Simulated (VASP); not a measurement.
Here is a VASP 6.6.1 calculation.

The input INCAR:

```
SYSTEM = MgO
ALGO = Normal
EDIFF = 1E-6
ENCUT = 750
GGA_COMPAT = .FALSE.
ISIF = 2
ISMEAR = 0
LASPH = .TRUE.
LCHARG = .FALSE.
LREAL = .FALSE.
LWAVE = .FALSE.
NBANDS = 15
NELM = 120
PREC = Accurate
SIGMA = 0.05
```

File KPOINTS:

```
k-points
0
G
  10 10 10
  0 0 0
```

Contents of POSCAR:

```
MgO
1.0
   -0.1067575000      2.1351500000      2.1351500000
    2.1351500000     -0.1067575000      2.1351500000
    2.0283925000      2.0283925000      0.0000000000
Mg O
1 1
Direct
    0.0000000000      0.0000000000      0.0000000000
    0.5000000000      0.5000000000      0.5000000000
```

Potentials or basis: VASP PAW LDA potentials, release 64 (Mg_sv, O).

Run with:

```sh
$ cat potpaw_LDA.64/Mg_sv/POTCAR potpaw_LDA.64/O/POTCAR > POTCAR
$ mpirun -np 1 vasp_std > vasp.out
```

(1) Predict the band gap on the k mesh.

(2) What does it give for the pressure?

Answers

(1) 3.79 eV.

(2) -11.3 GPa.

Caveat: the cell differs from its parent crystal (strain -0.1000 x Voigt [0, 0, 0, 0, 0, 1]); the cell stands under tension.
